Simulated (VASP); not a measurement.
Input of a VASP 6.6.1 run:

Contents of INCAR:

```
SYSTEM = Sb
PREC = Accurate
ENCUT = 520
EDIFF = 1E-7
ISMEAR = -1
SIGMA = 0.05
LREAL = .False.
LASPH = .True.
NELM = 80
ALGO = Normal
ISIF = 2
LWAVE = .False.
LCHARG = .False.
GGA = PE
NBANDS = 8
```

The input KPOINTS:

```
Automatic mesh
0
Gamma
  13 13 13
  0 0 0
```

File POSCAR:

```
Sb
1.0
    3.1600000000      0.0158000000      0.0158000000
    0.0158000000      3.1600000000      0.0158000000
    0.0158000000      0.0158000000      3.1600000000
Sb
1
Direct
    0.0000000000      0.0000000000      0.0000000000
```

Potentials or basis: VASP PAW PBE potentials, release 64 (Sb).

Command:

```sh
$ cat potpaw_PBE.64/Sb/POTCAR > POTCAR
$ mpirun -np 1 vasp_std > vasp.out
```

(1) Estimate the pressure.

Results:

(1) -2.5 GPa.

Caveat: the cell differs from its parent crystal (equal xy, yz and zx shear strains of +1 %).
